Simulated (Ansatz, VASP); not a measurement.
## Two plane-wave programs on WS2

```
W S
1.0
     3.32376    0.00000    0.00000
    -1.66188    2.87846    0.00000
     0.00000    0.00000   16.51502
W S
1 2
Cartesian
  0.0000 1.9190 0.0000
  1.6619 0.9595 15.0013
  1.6619 0.9595 1.5137
```

Change from the starting cell: epitaxial_xy strain +4.9%.

Alike in both runs: task single point; functional PBE; k mesh 12 × 12 × 2; occupations fermi-dirac, width 0.02 eV; no spin polarisation.

|  | VASP | Ansatz |
| --- | --- | --- |
| version | VASP 6.6.1 | Ansatz 0.2.0 |
| potentials or method | VASP PAW PBE potentials, release 64 (W_sv, S) | plane waves, PAW |
| plane-wave cutoff (eV) | 520 | 420 |
| valence electrons in the cell | 26 | 26 |

```tsv
	VASP	Ansatz	Ansatz less VASP
gap on the k mesh at the Fermi level (eV)	0.79	0.77	-0.013
rms of the force components (eV/Å)	0.114	0.113	-0.0007
```

Atom by atom the forces differ by 0.001 eV/Å (rms over components).

Spin-orbit coupling is off throughout.
